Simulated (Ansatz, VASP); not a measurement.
**Two plane-wave programs on MgS**

```
CELL_PARAMETERS angstrom
0.00000 2.89231 2.74123
2.89231 0.00000 2.74123
2.89231 2.89231 0.00000
ATOMIC_POSITIONS crystal
Mg 0.00000 0.00000 0.00000
S 0.25000 0.25000 0.25000
```

Change from the starting cell: epitaxial_xy strain +2.2%.

Alike in both runs: task single point; functional HSE06; k mesh 6 × 6 × 6; no spin polarisation.

```csv
,VASP,Ansatz
version,VASP 6.6.1,Ansatz 0.2.0
potentials or method,"VASP PAW PBE potentials, release 64 (Mg, S)","plane waves, PAW"
plane-wave cutoff (eV),520,420
occupations,"gaussian, width 0.01 eV",fixed
valence electrons in the cell,8,16
```

```csv
,VASP,Ansatz,Ansatz less VASP
gap on the k mesh at the Fermi level (eV),4.35,4.37,+0.017
pressure (GPa),-0.8,-0.7,+0.17
"traceless stress, the component that is largest in VASP (GPa)",0.73,0.72,-0.011
```

VASP's potentials hold 8 valence electrons a cell and Ansatz's 16, so a difference there can come from the potentials and not from the codes. Ansatz's warnings: stress exchange threshold loose, stress scf threshold loose.
